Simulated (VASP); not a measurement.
A run of VASP 6.6.1 is set up as follows.

Contents of INCAR:

```
ALGO = Normal
EDIFF = 1E-6
ENCUT = 520
GGA = PE
ISIF = 2
ISMEAR = -1
LASPH = T
LCHARG = T
LELF = T
LREAL = F
LVHAR = T
LWAVE = F
NBANDS = 16
NELM = 60
PREC = Accurate
SIGMA = 0.05
```

KPOINTS

```
k-points
0
Gamma
  14 14 14
```

The input POSCAR:

```
Ir
1.0
    0.0000000000      2.7836723155      2.7836723155
    2.7836723155      0.0000000000      2.7836723155
    2.7836723155      2.7836723155      0.0000000000
Ir
2
Direct
   -0.1250000000     -0.1250000000     -0.1250000000
    0.1250000000      0.1250000000      0.1250000000
```

Potentials or basis: VASP PAW PBE potentials, release 64 (Ir).

Command:

```sh
$ cat potpaw_PBE.64/Ir/POTCAR > POTCAR
$ mpirun -np 1 vasp_std > vasp.out
```

Task: What does it give for the band gap on the k mesh?

Result: Zero (bands 9 and 10 overlap by 1.54 eV).

Task: Predict the pressure.

Result: -0.4 GPa.

Caveat: spin-orbit coupling is left out, which moves the levels of the heavy elements.
